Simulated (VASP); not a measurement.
BN: single point with PBE

The system is BN.

```
B N
1.0
    -2.55394    0.00000    0.00000
    -1.27697   -2.21178    0.00000
     0.00000    0.00000   14.18056
B N
6 6
Direct
  0.66667 0.66667 0.20481
  0.66667 0.66667 0.50289
  0.66667 0.66667 0.80096
  0.33333 0.33333 0.05578
  0.33333 0.33333 0.35385
  0.33333 0.33333 0.65192
  0.66667 0.66667 0.09320
  0.66667 0.66667 0.39127
  0.66667 0.66667 0.68935
  0.33333 0.33333 0.83839
  0.33333 0.33333 0.24224
  0.33333 0.33333 0.54031
```

| Quantity | Value |
| --- | --- |
| Program | VASP 6.6.1 |
| Task | single point |
| Functional | PBE |
| Potentials or basis | VASP PAW PBE potentials, release 64 (B, N) |
| Cutoff | 520 eV |
| k mesh | 10 × 10 × 2 |
| Occupations | gaussian, width 0.05 eV |
| Spin | no spin polarisation |
| Dipole correction | no |
| Further INCAR settings | ALGO = Normal; EDIFF = 1e-06; NBANDS = 36 |

```
Pressure               : -4.6 GPa
Largest force          : 3.734 eV/Å
Band gap on the k mesh : 0.11 eV, indirect (least direct gap 0.28 eV)
```

Forces on the atoms (eV/Å):
```
B    0.000  0.000  0.907
B    0.000  0.000  0.689
B    0.000  0.000  3.734
B    0.000  0.000  0.583
B    0.000  0.000  0.682
B    0.000  0.000  0.895
N    0.000  0.000 -2.698
N    0.000  0.000 -0.674
N    0.000  0.000 -1.140
N    0.000  0.000 -1.584
N    0.000  0.000 -0.694
N    0.000  0.000 -0.700
```

Stress tensor (GPa, compression positive):
```
 -1.15   0.00   0.00
  0.00  -1.15   0.00
  0.00   0.00 -11.42
```

Levels at points of the mesh, in eV from the valence-band top:
```tsv
k point	band 20	band 21	band 22	band 23	band 24	band 25	band 26	band 27	band 28	band 29
(0.00, 0.00, 0.00)	-1.87	-1.87	-1.48	0.00	0.00	0.28	5.60	5.60	6.12	6.67
(0.50, 0.00, 0.00)	-5.25	-4.69	-4.28	-2.45	-1.34	0.11	3.54	4.12	4.84	5.53
(0.00, 0.00, 0.50)	-1.87	-1.87	-1.79	0.00	0.00	0.42	5.60	5.60	6.12	6.67
(0.50, 0.00, 0.50)	-5.25	-4.69	-4.28	-2.45	-1.36	0.13	3.53	4.15	4.88	5.38
```

It took 65 s on 1 thread of Intel(R) Xeon(R) 6975P-C (Granite Rapids), with other jobs on the host, peak memory 0.22 GiB.

Caveat: forces of over 1 eV/Å act on the atoms, so gaps and moduli don't describe the material at rest. A k mesh can miss the band edges.
